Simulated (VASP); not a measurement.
# PbS (Fm-3m) in VASP: settings compared, part 3 of 3

VASP 6.6.1. The steps go on from the part before.

## Step 6: Electric field gradients, RPBE, non-collinear spin, zero start, spin-orbit coupling

This run uses another cell than the first one, of 26.07 Å³/atom.

INCAR

```
SYSTEM = PbS
PREC = Accurate
ENCUT = 400
EDIFF = 1E-8
ISMEAR = -1
SIGMA = 0.01
LREAL = .FALSE.
LASPH = .TRUE.
NELM = 200
ALGO = Normal
ISIF = 2
LWAVE = .FALSE.
LCHARG = .FALSE.
MAGMOM = 0 0 0 0 0 0
LORBIT = 11
LSORBIT = .TRUE.
GGA_COMPAT = .FALSE.
LORBMOM = .TRUE.
GGA = RP
LEFG = .TRUE.
NBANDS = 32
```

KPOINTS

```
regular mesh
0
G
  8 8 8
  0 0 0
```

POSCAR

```
PbS
1.0
    0.0000000000      2.9650000000      2.9650000000
    2.9650000000      0.0000000000      2.9650000000
    2.9650000000      2.9650000000      0.0000000000
Pb S
1 1
Direct
    0.0000000000      0.0000000000      0.0000000000
    0.5000000000      0.5000000000      0.5000000000
```

Potentials or basis: VASP PAW PBE potentials, release 64 (Pb_d, S).

Started as:

```console
> cat potpaw_PBE.64/Pb_d/POTCAR potpaw_PBE.64/S/POTCAR > POTCAR
> mpirun -np 1 vasp_ncl > vasp.out
```

OUTCAR:

```text
SYSTEM = PbS
   PREC = Accurate
   ENCUT = 400
   EDIFF = 1E-8
   ISMEAR = -1
   LREAL = .FALSE.
   LASPH = .TRUE.
   NELM = 200
   ISIF = 2
   LORBIT = 11
   LSORBIT = .TRUE.
   GGA = RP

 ion  position               nearest neighbor table
   1  0.000  0.000  0.000-   2 2.96   2 2.96   2 2.96   2 2.96   2 2.96   2 2.96
   2  0.500  0.500  0.500-   1 2.96   1 2.96   1 2.96   1 2.96   1 2.96   1 2.96

  LATTYP: Found a face centered cubic cell.
 ALAT       =     5.9300000000

  Lattice vectors:

 A1 = (   0.0000000000,   2.9650000000,   2.9650000000)
 A2 = (   2.9650000000,   0.0000000000,   2.9650000000)
 A3 = (   2.9650000000,   2.9650000000,   0.0000000000)

Analysis of symmetry for initial positions (statically):
=====================================================================
 Subroutine PRICEL returns:
 Original cell was already a primitive cell.

 Routine SETGRP: Setting up the symmetry group for a
 face centered cubic supercell.

 Subroutine GETGRP returns: Found 48 space group operations
 (whereof 48 operations were pure point group operations)
 out of a pool of 48 trial point group operations.

The static configuration has the point symmetry O_h .

Analysis of symmetry for dynamics (positions and initial velocities):
=====================================================================
 Subroutine PRICEL returns:
 Original cell was already a primitive cell.

 Routine SETGRP: Setting up the symmetry group for a
 face centered cubic supercell.

 Subroutine GETGRP returns: Found 48 space group operations
 (whereof 48 operations were pure point group operations)
 out of a pool of 48 trial point group operations.

The dynamic configuration has the point symmetry O_h .

Analysis of structural, dynamic, and magnetic symmetry:
=====================================================================
 Subroutine PRICEL returns:
 Original cell was already a primitive cell.

 Routine SETGRP: Setting up the symmetry group for a
[... 1076 lines left out ...]

 # of ion     p       d       tot
 ----------------------------------------
  1         0.000   0.000   0.000
  2         0.000   0.000   0.000
 ----------------------------------------
            0.000   0.000   0.000

 orbital moment (z)

 # of ion     p       d       tot
 ----------------------------------------
  1         0.000   0.000   0.000
  2         0.000   0.000   0.000
 ----------------------------------------
            0.000   0.000   0.000

 Spin-Orbit-Coupling matrix elements

 Ion:    1  E_soc:     -0.7781348
 l=   1
     0.0000000    -0.0632485    -0.0632485
    -0.0632485     0.0000000    -0.0632485
    -0.0632485    -0.0632485     0.0000000
 l=   2
     0.0000000    -0.0133936     0.0000000    -0.0133936    -0.0530471
    -0.0133936     0.0000000    -0.0397853    -0.0133936    -0.0132618
     0.0000000    -0.0397853     0.0000000    -0.0397853     0.0000000
    -0.0133936    -0.0133936    -0.0397853     0.0000000    -0.0132618
    -0.0530471    -0.0132618     0.0000000    -0.0132618     0.0000000
 l=   3
     0.0000000     0.0000000     0.0000000     0.0000000     0.0000000     0.0000000     0.0000000
     0.0000000     0.0000000     0.0000000     0.0000000     0.0000000     0.0000000     0.0000000
     0.0000000     0.0000000     0.0000000     0.0000000     0.0000000     0.0000000     0.0000000
     0.0000000     0.0000000     0.0000000     0.0000000     0.0000000     0.0000000     0.0000000
     0.0000000     0.0000000     0.0000000     0.0000000     0.0000000     0.0000000     0.0000000
     0.0000000     0.0000000     0.0000000     0.0000000     0.0000000     0.0000000     0.0000000
     0.0000000     0.0000000     0.0000000     0.0000000     0.0000000     0.0000000     0.0000000

 Ion:    2  E_soc:     -0.0039656
 l=   1
     0.0000000    -0.0006609    -0.0006609
    -0.0006609     0.0000000    -0.0006609
    -0.0006609    -0.0006609     0.0000000
 l=   2
     0.0000000     0.0000000     0.0000000     0.0000000     0.0000000
     0.0000000     0.0000000     0.0000000     0.0000000     0.0000000
     0.0000000     0.0000000     0.0000000     0.0000000     0.0000000
     0.0000000     0.0000000     0.0000000     0.0000000     0.0000000
     0.0000000     0.0000000     0.0000000     0.0000000     0.0000000
 l=   3
     0.0000000     0.0000000     0.0000000     0.0000000     0.0000000     0.0000000     0.0000000
     0.0000000     0.0000000     0.0000000     0.0000000     0.0000000     0.0000000     0.0000000
     0.0000000     0.0000000     0.0000000     0.0000000     0.0000000     0.0000000     0.0000000
     0.0000000     0.0000000     0.0000000     0.0000000     0.0000000     0.0000000     0.0000000
     0.0000000     0.0000000     0.0000000     0.0000000     0.0000000     0.0000000     0.0000000
     0.0000000     0.0000000     0.0000000     0.0000000     0.0000000     0.0000000     0.0000000
     0.0000000     0.0000000     0.0000000     0.0000000     0.0000000     0.0000000     0.0000000

 total charge

# of ion       s       p       d       tot
------------------------------------------
    1        1.491   0.519   9.850  11.860
    2        1.354   2.348   0.000   3.702
--------------------------------------------------
tot          2.845   2.866   9.850  15.562

 magnetization (x)

# of ion       s       p       d       tot
------------------------------------------
    1       -0.000  -0.000   0.000  -0.000
    2        0.000   0.000   0.000   0.000
--------------------------------------------------
tot         -0.000  -0.000   0.000  -0.000

 magnetization (y)

# of ion       s       p       d       tot
------------------------------------------
    1       -0.000  -0.000   0.000  -0.000
    2        0.000   0.000   0.000   0.000
--------------------------------------------------
tot         -0.000  -0.000   0.000  -0.000

 magnetization (z)

# of ion       s       p       d       tot
------------------------------------------
    1        0.000  -0.000  -0.000  -0.000
    2        0.000   0.000   0.000   0.000
--------------------------------------------------
tot          0.000  -0.000  -0.000  -0.000
```

OSZICAR:

```text
N       E                     dE             d eps       ncg     rms          rms(c)
DAV:   1     0.196201670829E+03    0.19620E+03   -0.78661E+03  1856   0.111E+03
DAV:   2     0.113924549960E+02   -0.18481E+03   -0.17579E+03  2000   0.343E+02
DAV:   3    -0.798103015980E+01   -0.19373E+02   -0.18921E+02  2376   0.131E+02
DAV:   4    -0.881473578124E+01   -0.83371E+00   -0.83243E+00  2176   0.293E+01
DAV:   5    -0.885862682696E+01   -0.43891E-01   -0.43887E-01  2928   0.635E+00    0.510E+00
DAV:   6    -0.841249881523E+01    0.44613E+00   -0.10119E+00  2712   0.856E+00    0.342E+00
DAV:   7    -0.842441347371E+01   -0.11915E-01   -0.20603E-01  2288   0.246E+00    0.228E+00
DAV:   8    -0.843686886154E+01   -0.12455E-01   -0.46042E-02  2384   0.262E+00    0.111E+00
DAV:   9    -0.843265917550E+01    0.42097E-02   -0.78425E-03  2568   0.112E+00    0.361E-01
DAV:  10    -0.843245621603E+01    0.20296E-03   -0.27670E-03  2584   0.449E-01    0.837E-02
DAV:  11    -0.843277692437E+01   -0.32071E-03   -0.67277E-04  2152   0.160E-01    0.460E-02
DAV:  12    -0.843280015295E+01   -0.23229E-04   -0.61630E-05  2320   0.880E-02    0.262E-02
DAV:  13    -0.843280243356E+01   -0.22806E-05   -0.40546E-06  2696   0.160E-02    0.559E-03
DAV:  14    -0.843280287811E+01   -0.44455E-06   -0.44755E-07  2352   0.434E-03    0.916E-03
DAV:  15    -0.843280275634E+01    0.12177E-06   -0.14157E-07  2168   0.253E-03    0.182E-03
DAV:  16    -0.843280275792E+01   -0.15827E-08   -0.63736E-08  1968   0.189E-03
   1 F= -.84328028E+01 E0= -.84327948E+01  d E =-.160001E-04  mag=     0.0000     0.0000    -0.0000
```

stdout:

```text
POSCAR found type information on POSCAR PbS
 POSCAR found :  2 types and       2 ions
 scaLAPACK will be used
 -----------------------------------------------------------------------------
|                                                                             |
|                                                                             |
|     You enforced a specific xc type in the INCAR file but a different       |
|     I HOPE YOU KNOW WHAT YOU ARE DOING!                                     |
|                                                                             |
 -----------------------------------------------------------------------------

 LDA part: xc-table for (Slater+PW92), standard interpolation
 POSCAR, INCAR and KPOINTS ok, starting setup
 FFT: planning ... GRIDC
 FFT: planning ... GRID_SOFT
 FFT: planning ... GRID
 WAVECAR not read
 entering main loop
ion   1

ion   2
```

Run time: 51 s. Hardware: 1 thread of AMD EPYC 9R45 (Zen 5), shared host; peak memory 0.23 GiB.

Results:

- Free energy: -8.4328 eV
- Pressure: 3.9 GPa
- Net moment: 0.00 μB per cell
- Largest electric field gradient by atom: zero within the noise of the run
- Valence electrons inside the program's atomic spheres: Pb 11.86; S 3.70

Moments on the atoms (μB; x, y, z):
```
Pb  0.00 0.00 0.00
S   0.00 0.00 0.00
```

Caveat: the cell stands under pressure; the PAW data sets were made with another functional, which shifts forces and pressure a little.

## Step 7: The runs side by side

```csv
level,potentials or basis,spin,cell,cutoff (eV),gap on the mesh (eV),pressure (GPa),moment (μB)
LDA,"VASP PAW LDA potentials, release 64 (Pb_d, S)",off,"a = 4.136 Å, angles 60.0°, 2 atoms",400,0.05,-0.1,-
PBEsol,"VASP PAW PBE potentials, release 64 (Pb_d, S)",off,"a = 4.193 Å, angles 60.0°, 2 atoms",400,0.25,-0.8,-
r2SCAN,"VASP PAW PBE potentials, release 64 (Pb_d, S)",off,"a = 4.193 Å, angles 60.0°, 2 atoms",440,0.62,1.4,-
PBE,"VASP PAW PBE potentials, release 64 (Pb_d, S)","non-collinear, zero start, SOC","a = 4.193 Å, angles 60.0°, 2 atoms",400,-,1.9,0.00
RPBE,"VASP PAW PBE potentials, release 64 (Pb_d, S)","non-collinear, zero start, SOC","a = 4.193 Å, angles 60.0°, 2 atoms",400,-,3.9,0.00
```

Alike in all rows: task electric field gradients; k mesh 8 × 8 × 8; smearing fermi-dirac 0.01 eV.

Caveats: spin-orbit coupling is left out, which moves the levels of the heavy elements (at least some runs); the PAW data sets were made with another functional, which shifts forces and pressure a little (at least some runs); the cell stands under pressure (at least some runs).

Absolute energies hang on the potentials; compare differences alone.
